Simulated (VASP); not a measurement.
Input of a VASP 6.6.1 run:

INCAR

```
ALGO = Normal
DIPOL = 0.5 0.5 0.500
EDIFF = 1E-6
ENCUT = 400
GGA = PE
GGA_COMPAT = F
IDIPOL = 3
ISIF = 2
ISMEAR = 0
IVDW = 12
LASPH = T
LCHARG = F
LDIPOL = T
LREAL = F
LWAVE = F
NBANDS = 20
NELM = 120
NELMDL = -8
PREC = Accurate
SIGMA = 0.02
```

Contents of KPOINTS:

```
k-points
0
Gamma
  9 9 1
```

POSCAR

```
CdI2
1.0
    4.2421060909      0.0000000000      0.0000000000
   -2.1210530455      3.6737716403      0.0000000000
    0.0000000000      0.0000000000     32.9197076258
I Cd
2 1
Direct
    0.6666666667      0.3333333333      0.4472071719
    0.0000000000      0.0000000000      0.5527928281
    0.3333333333      0.6666666667      0.5000000000
```

Potentials or basis: VASP PAW PBE potentials, release 64 (I, Cd).

The run is started by

```bash
$ cat potpaw_PBE.64/I/POTCAR potpaw_PBE.64/Cd/POTCAR > POTCAR
$ mpirun -np 1 vasp_std > vasp.out
```

(1) Predict the largest force.

(2) What does it give for the dispersion energy per atom?

## Answers

(1) 0.020 eV/Å.

(2) -0.249 eV.

Caveat: the cell differs from its parent crystal (atoms taken out).
